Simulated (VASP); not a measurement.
TePb (rocksalt type):

```xyz
2
Lattice="0.0000 3.0854 3.0854 3.0854 0.0000 3.0854 3.0854 3.0854 0.0000" Properties=species:S:1:pos:R:3 pbc="T T T"
Pb    0.0000    0.0000    0.0000
Te    3.0854    3.0854    3.0854
```

```yaml
Program: VASP 6.6.1
Task: relaxation of cell and atoms
Functional: PBE
Potentials_or_basis: VASP PAW PBE potentials, release 64 (Pb_d, Te)
Cutoff: 600 eV
k_mesh: 11 × 11 × 11
Occupations: fermi-dirac, width 0.05 eV
Spin: no spin polarisation
```

At the start: pressure 11.0 GPa; volume 29.37 Å³/atom.

Where does the relaxation end?

Over 5 steps the energy falls by 174.8 meV/atom and the volume is 35.39 Å³/atom (+20.5 %); space group Fm-3m (No. 225, to 0.05 Å).

The path:
| step | energy change (eV) | largest force (eV/Å) | pressure (GPa) | volume (Å³) |
| --- | --- | --- | --- | --- |
| 1 | 0.0000 | 0.0000 | 11.00 | 58.74 |
| 2 | -0.2830 | 0.0000 | -2.87 | 77.61 |
| 3 | -0.3496 | 0.0000 | 0.07 | 70.72 |
| 4 | -0.3495 | 0.0000 | -0.09 | 70.97 |
| 5 | -0.3496 | 0.0000 | 0.02 | 70.78 |

Final structure:
```
Pb Te
1.0
     0.00000    3.28313    3.28313
     3.28313    0.00000    3.28313
     3.28313    3.28313    0.00000
Pb Te
1 1
Direct
  0.00000 0.00000 0.00000
  0.50000 0.50000 0.50000
```

Caveat: the volume moved by over 15 % at a fixed basis, so the end points are rough.
